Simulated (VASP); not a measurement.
# BP (F-43m) in VASP: notebook

Runs on BP. Level: PBEsol. Tasks: single point.

Everything below comes from runs of VASP 6.6.1. Logs are shortened: lines on timing, memory, paths and dates and some standing lists are left out, and cuts for length are marked.

### 1 The cell of the first run

Symmetry: F-43m, No. 216, cubic system. Conventional cell: a = 4.520 Å, b = 4.520 Å, c = 4.520 Å, α = 90.00°, β = 90.00°, γ = 90.00°. Within 2.6 Å of B (site symmetry -43m) lie 4 P at 1.96 Å. P (site symmetry -43m) has 4 B at 1.96 Å within 2.6 Å.

### 2 Single point, PBEsol

Input file INCAR:

```
PREC     = Accurate       # precision mode
ENCUT    = 500            # plane-wave cutoff, eV
EDIFF    = 1E-6           # SCF threshold, eV
ISMEAR   = 1              # smearing method
SIGMA    = 0.01           # smearing width, eV
LREAL    = F              # projectors in reciprocal space
LASPH    = T              # aspherical terms in the spheres
NELM     = 120            # most SCF steps
ALGO     = Normal         # electronic algorithm
ISIF     = 2              # what is computed and relaxed
LWAVE    = F              # write WAVECAR
LCHARG   = F              # write CHGCAR
GGA      = PS             # functional
NBANDS   = 11             # bands
GGA_COMPAT= F
```

Input file KPOINTS:

```
regular mesh
0
Gamma
  12 12 12
```

Input file POSCAR:

```
BP
1.0
    0.0000000000      2.2600546357      2.2600546357
    2.2600546357      0.0000000000      2.2600546357
    2.2600546357      2.2600546357      0.0000000000
B P
1 1
Direct
    0.0000000000      0.0000000000      0.0000000000
    0.7500000000      0.7500000000      0.7500000000
```

Potentials or basis: VASP PAW PBE potentials, release 64 (B, P).

Started as:

```bash
$ cat potpaw_PBE.64/B/POTCAR potpaw_PBE.64/P/POTCAR > POTCAR
$ mpirun -np 1 vasp_std > vasp.out
```

OUTCAR:

```text
PREC = Accurate
   ENCUT = 500
   EDIFF = 1E-6
   ISMEAR = 1
   LREAL = F
   LASPH = T
   NELM = 120
   ISIF = 2
   GGA = PS

 ion  position               nearest neighbor table
   1  0.000  0.000  0.000-   2 1.96   2 1.96   2 1.96   2 1.96
   2  0.750  0.750  0.750-   1 1.96   1 1.96   1 1.96   1 1.96

  LATTYP: Found a face centered cubic cell.
 ALAT       =     4.5201092714

  Lattice vectors:

 A1 = (   0.0000000000,   2.2600546357,   2.2600546357)
 A2 = (   2.2600546357,   0.0000000000,   2.2600546357)
 A3 = (   2.2600546357,   2.2600546357,   0.0000000000)

Analysis of symmetry for initial positions (statically):
=====================================================================
 Subroutine PRICEL returns:
 Original cell was already a primitive cell.

 Routine SETGRP: Setting up the symmetry group for a
 face centered cubic supercell.

 Subroutine GETGRP returns: Found 24 space group operations
 (whereof 24 operations were pure point group operations)
 out of a pool of 48 trial point group operations.

The static configuration has the point symmetry T_d .

Analysis of symmetry for dynamics (positions and initial velocities):
=====================================================================
 Subroutine PRICEL returns:
 Original cell was already a primitive cell.

 Routine SETGRP: Setting up the symmetry group for a
 face centered cubic supercell.

 Subroutine GETGRP returns: Found 24 space group operations
 (whereof 24 operations were pure point group operations)
 out of a pool of 48 trial point group operations.

The dynamic configuration has the point symmetry T_d .

 Subroutine INISYM returns: Found 24 space group operations
 (whereof 24 operations are pure point group operations),
 and found     1 'primitive' translations

----------------------------------------------------------------------------------------

                                     Primitive cell

  volume of cell :      23.0880

  direct lattice vectors                    reciprocal lattice vectors
     0.000000000  2.260054636  2.260054636    -0.221233590  0.221233590  0.221233590
     2.260054636  0.000000000  2.260054636     0.221233590 -0.221233590  0.221233590
     2.260054636  2.260054636  0.000000000     0.221233590  0.221233590 -0.221233590

  length of vectors
     3.196199918  3.196199918  3.196199918     0.383187818  0.383187818  0.383187818

  position of ions in fractional coordinates (direct lattice)
     0.000000000  0.000000000  0.000000000
[... 81 lines left out ...]
   NSW    =      0    number of steps for IOM
   IBRION =     -1    ionic relax: 0-MD 1-quasi-New 2-CG
   NFREE  =      0    steps in history (QN), initial steepest desc. (CG)
   ISIF   =      2    stress and relaxation
   ISYM   =      2    0-nonsym 1-usesym 2-fastsym
   POTIM  = 0.5000    time-step for ionic-motion
   TEBEG  =    0.0;   TEEND  =   0.0 temperature during run
   PSTRESS=    0.0 pullay stress
   NELECT =       8.0000    total number of electrons
   NUPDOWN=      -1.0000    fix difference up-down
   EMIN   =  10.00;   EMAX   =-10.00  energy-range for DOS
   EFERMI =   0.00;   METHOD = LEGACY
   ISMEAR =     1;   SIGMA  =   0.01  broadening in eV -4-tet -1-fermi 0-gaus
   EFERMI_NEDOS =   21; number of points for ismear=-14 and -15
   IALGO  =     38    algorithm
   IMIX   =      4    mixing-type and parameters
     AMIX     =   0.40;   BMIX     =  1.00
     AMIX_MAG =   1.60;   BMIX_MAG =  1.00
  volume/ion in A,a.u.               =      11.54        77.90
  Fermi-wavevector in a.u.,A,eV,Ry     =   1.149854  2.172908 17.989124  1.322163
  Thomas-Fermi vector in A             =   2.286521
   LORBIT       =      0    0 simple, 1 ext, 2 COOP (PROOUT), +10 PAW based schemes
   GGA     = PS    functional components
   LHFCALC =     F    Hartree Fock is set to
   AEXX    =    0.0000 exact exchange contribution
   IVDW    =     0    specifies the selected vdW correction
   LEPSILON=     F    determine dielectric tensor
   LRPA    =     F    only Hartree local field effects (RPA)
 non-spin polarized calculation
 Methfessel and Paxton  Order N= 1 SIGMA  =   0.01
  energy-cutoff  :      500.00
  volume of cell :       23.09
 maximum number of plane-waves:       604
   NGX = 11   NGY = 11   NGZ = 11

 number of electron       8.0000001 magnetization

 Free energy of the ion-electron system (eV)
  ---------------------------------------------------
  ext. energy  EPLUGINS =         0.00000000
  ---------------------------------------------------
  free energy    TOTEN  =       -13.67359570 eV

  energy without entropy =      -13.67359570  energy(sigma->0) =      -13.67359570

 E-fermi :   7.5994     XC(G=0): -11.0958

 val. band max:        7.5462580856   @ k =   0.0000   0.0000   0.0000
 cond. band min:       8.6552963601   @ k =   0.4167   0.4167   0.0000
 fundamental gap:      1.1090382745
 Fermi energy:         7.5993763466

 k-point     1 :       0.0000    0.0000    0.0000
  band No.  band energies     occupation
      1      -8.0582      2.00000
      2       7.5463      2.00000
      3       7.5463      2.00000
      4       7.5463      2.00000
      5      10.9206      0.00000
      6      10.9206      0.00000
      7      10.9206      0.00000
      8      15.0688      0.00000
      9      18.8703      0.00000
     10      19.7028      0.00000
     11      19.7028      0.00000
[... 309 lines left out ...]
 k-point    24 :      -0.4167    0.1667    0.0000
  band No.  band energies     occupation
      1      -4.3329      2.00000
      2      -1.1625      2.00000
      3       3.5801      2.00000
      4       5.1918      2.00000
      5      11.0156      0.00000
      6      13.6412      0.00000
      7      13.8599      0.00000
      8      17.9427      0.00000
      9      19.4714      0.00000
     10      20.3626      0.00000
     11      23.5763      0.00000

 [... further k-points ...]
[... 5 lines left out ...]
  --------------------------------------------------------------------------------------
  -------------------------------------------------------------------------------------
  Total        0.0162178      0.0162178      0.0162178     -0.0000000     -0.0000000     -0.0000000
  in kB        1.1254237      1.1254237      1.1254237     -0.0000000     -0.0000000     -0.0000000
  external PRESSURE =       1.1254237 kB  Pullay stress =       0.0000000 kB

 VOLUME and BASIS-vectors are now :
 -----------------------------------------------------------------------------
  energy-cutoff  :      500.00
  volume of cell :       23.09
      direct lattice vectors                 reciprocal lattice vectors
     0.000000000  2.260054636  2.260054636    -0.221233590  0.221233590  0.221233590
     2.260054636  0.000000000  2.260054636     0.221233590 -0.221233590  0.221233590
     2.260054636  2.260054636  0.000000000     0.221233590  0.221233590 -0.221233590

 POSITION                                       TOTAL-FORCE (eV/Angst)
 -----------------------------------------------------------------------------------
      0.00000      0.00000      0.00000        -0.000000     -0.000000     -0.000000
      3.39008      3.39008      3.39008         0.000000      0.000000      0.000000
 -----------------------------------------------------------------------------------
    total drift:                               -0.000000     -0.000000     -0.000000

  FREE ENERGIE OF THE ION-ELECTRON SYSTEM (eV)
  ---------------------------------------------------
  free  energy   TOTEN  =       -13.6735956963 eV

  energy  without entropy=      -13.6735956963  energy(sigma->0) =      -13.67359570
```

Wall time 6.8 s (1 thread of Intel Xeon 8259CL, shared host); peak memory 0.14 GiB.

What came out:

| Property | Result |
| --- | --- |
| Free energy | -13.6736 eV |
| Pressure | 0.1 GPa |
| Band gap on the k mesh | 1.11 eV (least direct gap 3.37 eV) |

Caveat: the PAW data sets were made with another functional, which shifts forces and pressure a little.

### 3 Single point, PBEsol

Input file INCAR:

```
SYSTEM = BP
PREC = Accurate
ENCUT = 500
EDIFF = 1E-6
ISMEAR = 0
SIGMA = 0.05
LREAL = .FALSE.
LASPH = .TRUE.
NELM = 120
ALGO = Normal
ISIF = 2
LWAVE = .FALSE.
LCHARG = .FALSE.
GGA = PS
NBANDS = 11
GGA_COMPAT = .FALSE.
```

Input file KPOINTS:

```
Automatic mesh
0
G
  12 12 12
  0 0 0
```

POSCAR is that of step 2.

Potentials or basis: VASP PAW PBE potentials, release 64 (B, P).

Started as:

```bash
$ cat potpaw_PBE.64/B/POTCAR potpaw_PBE.64/P/POTCAR > POTCAR
$ mpirun -np 1 vasp_std > vasp.out
```

OUTCAR:

```text
SYSTEM = BP
   PREC = Accurate
   ENCUT = 500
   EDIFF = 1E-6
   ISMEAR = 0
   LREAL = .FALSE.
   LASPH = .TRUE.
   NELM = 120
   ISIF = 2
   GGA = PS

 ion  position               nearest neighbor table
   1  0.000  0.000  0.000-   2 1.96   2 1.96   2 1.96   2 1.96
   2  0.750  0.750  0.750-   1 1.96   1 1.96   1 1.96   1 1.96

  LATTYP: Found a face centered cubic cell.
 ALAT       =     4.5201092714

  Lattice vectors:

 A1 = (   0.0000000000,   2.2600546357,   2.2600546357)
 A2 = (   2.2600546357,   0.0000000000,   2.2600546357)
 A3 = (   2.2600546357,   2.2600546357,   0.0000000000)

Analysis of symmetry for initial positions (statically):
=====================================================================
 Subroutine PRICEL returns:
 Original cell was already a primitive cell.

 Routine SETGRP: Setting up the symmetry group for a
 face centered cubic supercell.

 Subroutine GETGRP returns: Found 24 space group operations
 (whereof 24 operations were pure point group operations)
 out of a pool of 48 trial point group operations.

The static configuration has the point symmetry T_d .

Analysis of symmetry for dynamics (positions and initial velocities):
=====================================================================
 Subroutine PRICEL returns:
 Original cell was already a primitive cell.

 Routine SETGRP: Setting up the symmetry group for a
 face centered cubic supercell.

 Subroutine GETGRP returns: Found 24 space group operations
 (whereof 24 operations were pure point group operations)
 out of a pool of 48 trial point group operations.

The dynamic configuration has the point symmetry T_d .

 Subroutine INISYM returns: Found 24 space group operations
 (whereof 24 operations are pure point group operations),
 and found     1 'primitive' translations

----------------------------------------------------------------------------------------

                                     Primitive cell

  volume of cell :      23.0880

  direct lattice vectors                    reciprocal lattice vectors
[... 112 lines left out ...]
   GGA     = PS    functional components
   LHFCALC =     F    Hartree Fock is set to
   AEXX    =    0.0000 exact exchange contribution
   IVDW    =     0    specifies the selected vdW correction
   LEPSILON=     F    determine dielectric tensor
   LRPA    =     F    only Hartree local field effects (RPA)
 non-spin polarized calculation
 Gauss-broadening in eV      SIGMA  =   0.05
  energy-cutoff  :      500.00
  volume of cell :       23.09
 maximum number of plane-waves:       604
   NGX = 11   NGY = 11   NGZ = 11

 number of electron       8.0000001 magnetization

 Free energy of the ion-electron system (eV)
  ---------------------------------------------------
  ext. energy  EPLUGINS =         0.00000000
  ---------------------------------------------------
  free energy    TOTEN  =       -13.67359570 eV

  energy without entropy =      -13.67359570  energy(sigma->0) =      -13.67359570

 E-fermi :   7.8391     XC(G=0): -11.0958

 val. band max:        7.5462580856   @ k =   0.0000   0.0000   0.0000
 cond. band min:       8.6552963601   @ k =   0.4167   0.4167   0.0000
 fundamental gap:      1.1090382745
 Fermi energy:         7.8391353193

 k-point     1 :       0.0000    0.0000    0.0000
  band No.  band energies     occupation
      1      -8.0582      2.00000
      2       7.5463      2.00000
      3       7.5463      2.00000
      4       7.5463      2.00000
      5      10.9206      0.00000
      6      10.9206      0.00000
      7      10.9206      0.00000
      8      15.0688      0.00000
      9      18.8703      0.00000
     10      19.7028      0.00000
     11      19.7028      0.00000
[... 309 lines left out ...]
 k-point    24 :      -0.4167    0.1667    0.0000
  band No.  band energies     occupation
      1      -4.3329      2.00000
      2      -1.1625      2.00000
      3       3.5801      2.00000
      4       5.1918      2.00000
      5      11.0156      0.00000
      6      13.6412      0.00000
      7      13.8599      0.00000
      8      17.9427      0.00000
      9      19.4714      0.00000
     10      20.3626      0.00000
     11      23.5763      0.00000

 [... further k-points ...]
[... 5 lines left out ...]
  --------------------------------------------------------------------------------------
  -------------------------------------------------------------------------------------
  Total        0.0162178      0.0162178      0.0162178      0.0000000      0.0000000      0.0000000
  in kB        1.1254235      1.1254235      1.1254235      0.0000000      0.0000000      0.0000000
  external PRESSURE =       1.1254235 kB  Pullay stress =       0.0000000 kB

 VOLUME and BASIS-vectors are now :
 -----------------------------------------------------------------------------
  energy-cutoff  :      500.00
  volume of cell :       23.09
      direct lattice vectors                 reciprocal lattice vectors
     0.000000000  2.260054636  2.260054636    -0.221233590  0.221233590  0.221233590
     2.260054636  0.000000000  2.260054636     0.221233590 -0.221233590  0.221233590
     2.260054636  2.260054636  0.000000000     0.221233590  0.221233590 -0.221233590

 POSITION                                       TOTAL-FORCE (eV/Angst)
 -----------------------------------------------------------------------------------
      0.00000      0.00000      0.00000         0.000000      0.000000     -0.000000
      3.39008      3.39008      3.39008        -0.000000     -0.000000      0.000000
 -----------------------------------------------------------------------------------
    total drift:                               -0.000000     -0.000000     -0.000000

  FREE ENERGIE OF THE ION-ELECTRON SYSTEM (eV)
  ---------------------------------------------------
  free  energy   TOTEN  =       -13.6735956963 eV

  energy  without entropy=      -13.6735956963  energy(sigma->0) =      -13.67359570
```

stdout:

```text
POSCAR found type information on POSCAR B P
 POSCAR found :  2 types and       2 ions
 scaLAPACK will be used
 -----------------------------------------------------------------------------
|                                                                             |
|                                                                             |
|     You enforced a specific xc type in the INCAR file but a different       |
|     I HOPE YOU KNOW WHAT YOU ARE DOING!                                     |
|                                                                             |
 -----------------------------------------------------------------------------

 LDA part: xc-table for (Slater+PW92), standard interpolation
 POSCAR, INCAR and KPOINTS ok, starting setup
 FFT: planning ... GRIDC
 FFT: planning ... GRID_SOFT
 FFT: planning ... GRID
 WAVECAR not read
 entering main loop
```

It took 7.1 s on 1 thread of Intel Xeon 8259CL, shared host; peak memory 0.14 GiB.

What came out:

- Free energy: -13.6736 eV
- Pressure: 0.1 GPa
- Band gap on the k mesh: 1.11 eV (least direct gap 3.37 eV)

Caveat: the PAW data sets were made with another functional, which shifts forces and pressure a little. A k mesh can miss the band edges.

### 4 Single point, PBEsol, collinear spin, zero start

Input file INCAR:

```
SYSTEM = BP
ALGO = Normal ; EDIFF = 1E-6
ENCUT = 500 ; GGA = PS
GGA_COMPAT = .False. ; ISIF = 2
ISMEAR = 0 ; ISPIN = 2
LASPH = .True. ; LCHARG = .False.
LORBIT = 11 ; LREAL = .False.
LWAVE = .False. ; MAGMOM = 0 0
NBANDS = 15 ; NELM = 200
PREC = Accurate ; SIGMA = 0.05
```

Input file KPOINTS:

```
k-points
0
Gamma
  12 12 12
  0 0 0
```

POSCAR is that of step 3.

Started as:

```bash
$ cat potpaw_PBE.64/B/POTCAR potpaw_PBE.64/P/POTCAR > POTCAR
$ mpirun -np 1 vasp_std > vasp.out
```

Wall time 18 s (1 thread of Intel Xeon 8259CL, shared host); peak memory 0.16 GiB.

Results (log left out):

```
Free energy                                           : -13.6736 eV
Pressure                                              : 0.1 GPa
Band gap on the k mesh                                : 1.11 eV (least direct gap 3.37 eV)
Net moment                                            : 0.00 μB per cell
Valence electrons inside the program's atomic spheres : B 1.95; P 2.57
```

Levels at points of the mesh, in eV from the valence-band top:
Spin up:
```tsv
k point	band 1	band 2	band 3	band 4	band 5	band 6	band 7	band 8	band 9
(0.00, 0.00, 0.00)	-15.60	0.00	0.00	0.00	3.37	3.37	3.37	7.52	11.32
(0.50, 0.00, 0.00)	-12.21	-9.18	-1.78	-1.78	3.80	4.66	4.66	9.97	14.67
(0.50, 0.50, 0.00)	-10.67	-8.66	-4.19	-4.19	1.20	1.51	12.21	12.21	15.27
```
Spin down:
```
           k point  band 1  band 2  band 3  band 4  band 5  band 6  band 7  band 8  band 9
(0.00, 0.00, 0.00)  -15.60    0.00    0.00    0.00    3.37    3.37    3.37    7.52   11.32
(0.50, 0.00, 0.00)  -12.21   -9.18   -1.78   -1.78    3.80    4.66    4.66    9.97   14.67
(0.50, 0.50, 0.00)  -10.67   -8.66   -4.19   -4.19    1.20    1.51   12.21   12.21   15.27
```

Caveat: the PAW data sets were made with another functional, which shifts forces and pressure a little.

### 5 Summary

| spin | smearing | gap on the mesh (eV) | pressure (GPa) |
| --- | --- | --- | --- |
| off | methfessel-paxton 0.01 eV | 1.11 | 0.1 |
| off | gaussian 0.05 eV | 1.11 | 0.1 |
| collinear, zero start | gaussian 0.05 eV | 1.11 | 0.1 |

Alike in all rows: task single point; level PBEsol; potentials or basis VASP PAW PBE potentials, release 64 (B, P); cell as given; k mesh 12 × 12 × 12; cutoff (eV) 500.

Caveats: the PAW data sets were made with another functional, which shifts forces and pressure a little.

Absolute energies hang on the potentials; compare differences alone.
